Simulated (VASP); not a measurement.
A run of VASP 6.6.1 is set up as follows.

INCAR

```
PREC = Accurate ; ENCUT = 520
EDIFF = 1E-7 ; ISMEAR = -1
SIGMA = 0.05 ; LREAL = False
LASPH = True ; NELM = 60
ALGO = Normal ; ISIF = 2
LWAVE = False ; LCHARG = False
GGA = PE ; NBANDS = 20
```

KPOINTS

```
Automatic mesh
0
Gamma
  6 6 6
```

The input POSCAR:

```
Na3Al
1.0
    0.0000000000      3.9081800268      3.9081800268
    3.9081800268      0.0000000000      3.9081800268
    3.9081800268      3.9081800268      0.0000000000
Al Na
1 3
Direct
    0.0000000000      0.0000000000      0.0000000000
    0.5000000000      0.5000000000      0.5000000000
    0.7500000000      0.7500000000      0.7500000000
    0.2500000000      0.2500000000      0.2500000000
```

Potentials or basis: VASP PAW PBE potentials, release 64 (Al, Na_pv).

Run with:

```sh
$ cat potpaw_PBE.64/Al/POTCAR potpaw_PBE.64/Na_pv/POTCAR > POTCAR
$ mpirun -np 1 vasp_std > vasp.out
```

(1) Predict the pressure.

(2) Predict the band gap on the k mesh.

Results:

(1) -0.6 GPa.

(2) zero (band 12 reaches 2.28 eV, above the bottom of band 13 at 0.43 eV).
